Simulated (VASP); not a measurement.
A run of VASP 6.6.1 is set up as follows.

INCAR

```
  ALGO = Normal
  EDIFF = 1E-6
  ENCUT = 520
  GGA = PE
  ISIF = 2
  ISMEAR = -1
  ISPIN = 2
  LASPH = T
  LCHARG = F
  LMAXMIX = 6
  LORBIT = 11
  LREAL = F
  LWAVE = F
  MAGMOM = 1 1
  NBANDS = 35
  NELM = 150
  PREC = Accurate
  SIGMA = 0.05
```

File KPOINTS:

```
k-points
0
Gamma
  6 6 3
```

Contents of POSCAR:

```
Yb
1.0
    3.6803307587      0.0000000000      0.0000000000
   -1.8401653794      3.1872599314      0.0000000000
    0.0000000000      0.0000000000      5.9891046940
Yb
2
Direct
    0.6666666667      0.3333333333      0.7500000000
    0.3333333333      0.6666666667      0.2500000000
```

Potentials or basis: VASP PAW PBE potentials, release 64 (Yb).

Command:

```bash
$ cat potpaw_PBE.64/Yb/POTCAR > POTCAR
$ mpirun -np 1 vasp_std > vasp.out
```

Problem. Predict the net moment.

Solution. 0.02 μB per cell.

Problem. Estimate the band gap on the k mesh.

Solution. Zero (filled and empty bands overlap).

Stress tensor (GPa, compression positive):
```
2.94 0.00 0.00
0.00 2.94 0.00
0.00 0.00 3.27
```

Caveat: the cell stands under pressure; spin-orbit coupling is left out, which moves the levels of the heavy elements. The state reached can hang on the start; a lower one may exist.
